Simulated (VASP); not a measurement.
# BP: phonons with r2SCAN

Crystal: BP.

```xyz
2
Lattice="0.0000 2.2682 2.2682 2.2682 0.0000 2.2682 2.2682 2.2682 0.0000" Properties=species:S:1:pos:R:3 pbc="T T T"
B     0.0000    0.0000    0.0000
P     3.4023    3.4023    3.4023
```

```yaml
Program: VASP 6.6.1
Task: phonons
Functional: r2SCAN
Potentials_or_basis: VASP PAW PBE potentials, release 64 (B, P)
Cutoff: 520 eV
k_mesh: 10 × 10 × 10
Occupations: gaussian, width 0.01 eV
Spin: no spin polarisation
Dipole_correction: no
Further_INCAR_settings: ALGO = Normal; EDIFF = 1e-08; NBANDS = 11; IBRION = 6; POTIM = 0.015; NSW = 1
```

* Highest phonon frequency at Γ, LO-TO splitting left out: 818 cm⁻¹

Phonon frequencies in cm⁻¹ (negative: imaginary):
```tsv
q point	frequencies
(0.000, 0.000, 0.000)	0 0 0 818 818 818
```

Wall time 5.9 min on 1 thread of Intel Xeon 8259CL (shared host), peak memory 0.2 GiB.
